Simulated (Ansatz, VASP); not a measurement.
**One calculation of CaSe, two programs**

```
CELL_PARAMETERS angstrom
0.00000 3.03797 3.03797
3.03797 0.00000 3.03797
3.03797 3.03797 0.00000
ATOMIC_POSITIONS crystal
Ca 0.00000 0.00000 0.00000
Se 0.50000 0.50000 0.50000
```

Alike in both runs: task single point; functional PBE; k mesh 6 × 6 × 6; no spin polarisation.

|  | VASP | Ansatz |
| --- | --- | --- |
| version | VASP 6.6.1 | Ansatz 0.2.0 |
| potentials or method | VASP PAW PBE potentials, release 64 (Ca_sv, Se) | plane waves, PAW |
| plane-wave cutoff (eV) | 520 | 420 |
| occupations | gaussian, width 0.01 eV | fixed |
| valence electrons in the cell | 16 | 26 |

```tsv
	VASP	Ansatz	Ansatz less VASP
gap on the k mesh at the Fermi level (eV)	2.19	2.20	+0.007
pressure (GPa)	-2.4	-2.5	-0.13
```

VASP's potentials hold 16 valence electrons a cell and Ansatz's 26, so a difference there can come from the potentials and not from the codes.
